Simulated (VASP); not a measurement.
Write the native input for VASP 6.6.1 that does the following.

| Item | Value |
| --- | --- |
| Task | single point |
| Functional | PBE |
| Potentials or basis | VASP PAW PBE potentials, release 64 (Zr_sv, W_sv) |
| Cutoff | 520 eV |
| k mesh | 10 × 10 × 6 |
| Occupations | gaussian, width 0.1 eV |
| Spin | no spin polarisation |
| Dipole correction | no |
| Further INCAR settings | ALGO = Fast; EDIFF = 1e-07; NBANDS = 39 |

The structure of Zr4W lies in POSCAR:

```
Zr4W
1.0
    3.6576661801      0.0000000000      0.0000000000
    0.0000000000      3.6576661801      0.0000000000
    0.0000000000      0.0000000000      8.7800843351
Zr W
4 1
Direct
    0.5000000000      0.5000000000      0.0000000000
    0.0000000000      0.0000000000      0.3340296197
    0.0000000000      0.0000000000      0.6659703803
    0.0000000000      0.0000000000      0.0000000000
    0.5000000000      0.5000000000      0.5000000000
```

The cell was generated, and may not be a known phase.

The input as run:

INCAR

```
PREC     = Accurate       # precision mode
ENCUT    = 520            # plane-wave cutoff, eV
EDIFF    = 1E-7           # SCF threshold, eV
ISMEAR   = 0              # smearing method
SIGMA    = 0.1            # smearing width, eV
LREAL    = False          # projectors in reciprocal space
LASPH    = True           # aspherical terms in the spheres
NELM     = 80             # most SCF steps
ALGO     = Fast           # electronic algorithm
ISIF     = 2              # what is computed and relaxed
LWAVE    = False          # write WAVECAR
LCHARG   = False          # write CHGCAR
GGA      = PE             # functional
NBANDS   = 39             # bands
```

KPOINTS

```
Automatic mesh
0
Gamma
  10 10 6
```

Potentials or basis: VASP PAW PBE potentials, release 64 (Zr_sv, W_sv).

Launch:

```sh
$ cat potpaw_PBE.64/Zr_sv/POTCAR potpaw_PBE.64/W_sv/POTCAR > POTCAR
$ mpirun -np 1 vasp_std > vasp.out
```

Results of the run:

| Item | Value |
| --- | --- |
| Pressure | 0.1 GPa |
| Largest force | 0.003 eV/Å |
| Band gap on the k mesh | zero (bands 31 and 32 overlap by 0.64 eV) |

Caveat: spin-orbit coupling is left out, which moves the levels of the heavy elements.

Run time: 17 min on 1 thread of Intel(R) Xeon(R) Platinum 8259CL CPU @ 2.50GHz (Skylake/Cascade Lake), with other jobs on the host, peak memory 0.45 GiB.
